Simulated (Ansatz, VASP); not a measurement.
**Ag3Os: VASP beside Ansatz**

```
Ag Os
1.0
     4.12773    0.00000    0.00000
     0.00000    4.12773    0.00000
     0.00000    0.00000    4.12773
Ag Os
3 1
Direct
  0.00000 0.50000 0.50000
  0.50000 0.00000 0.50000
  0.50000 0.50000 0.00000
  0.00000 0.00000 0.00000
```

Alike in both runs: task relaxation of cell and atoms; functional PBE; k mesh 4 × 4 × 4; occupations gaussian, width 0.1 eV; no spin polarisation.

|  | VASP | Ansatz |
| --- | --- | --- |
| version | VASP 6.6.1 | Ansatz 0.2.0 |
| potentials or method | VASP PAW PBE potentials, release 64 (Ag, Os), cutoff 600 eV | scalar-relativistic, plane waves, PAW |
| valence electrons in the cell | 41 | 73 |

```tsv
	VASP	Ansatz	Ansatz less VASP
gap on the k mesh at the Fermi level, each at its own relaxed structure (eV)	none	none	-
relaxed volume (Å³/atom)	16.82	16.81	-0.002
relaxed cell length with the largest relative difference (Å)	4.067	4.067	-0.0002
```

A gap of «none» marks a metal or a gap that the smearing closes. VASP's potentials hold 41 valence electrons a cell and Ansatz's 73, so a difference there can come from the potentials and not from the codes.

The k mesh is coarse, so the values compare programs but aren't converged. Neither program's run includes spin-orbit coupling.
